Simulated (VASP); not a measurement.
Input of a VASP 6.6.1 run:

The input INCAR:

```
PREC = Accurate
ENCUT = 520
EDIFF = 1E-8
ISMEAR = -1
SIGMA = 0.02
LREAL = False
LASPH = True
NELM = 80
ALGO = Normal
ISIF = 2
LWAVE = False
LCHARG = False
LEFG = True
NBANDS = 11
```

Contents of KPOINTS:

```
Automatic mesh
0
Gamma
  10 10 10
```

POSCAR

```
AlN
1.0
   -0.0593400000      1.9483300000      1.9483300000
    1.9483300000     -0.0593400000      1.9483300000
    1.9483300000      1.9483300000     -0.0593400000
Al N
1 1
Direct
    0.0000000000      0.0000000000      0.0000000000
    0.5000000000      0.5000000000      0.5000000000
```

Potentials or basis: VASP PAW LDA potentials, release 64 (Al, N).

Run with:

```console
$ cat potpaw_LDA.64/Al/POTCAR potpaw_LDA.64/N/POTCAR > POTCAR
$ mpirun -np 1 vasp_std > vasp.out
```

Problem. What does it give for the band gap on the k mesh?

Solution. 4.16 eV, indirect (least direct gap 6.23 eV).

Problem. Predict the pressure.

Solution. 13.6 GPa.

Electric field gradients, principal values (V/Å²):
```
atom   least  middle  greatest (by size)
1 Al  -0.487  -0.487               0.975
 2 N   6.276   6.276             -12.552
```

Caveat: the cell differs from its parent crystal (equal xy, yz and zx shear strains of -3 %); without QUAD_EFG the Cq values of the log hold for a quadrupole moment of 1 mb, not for the nuclei. A k mesh can miss the band edges.
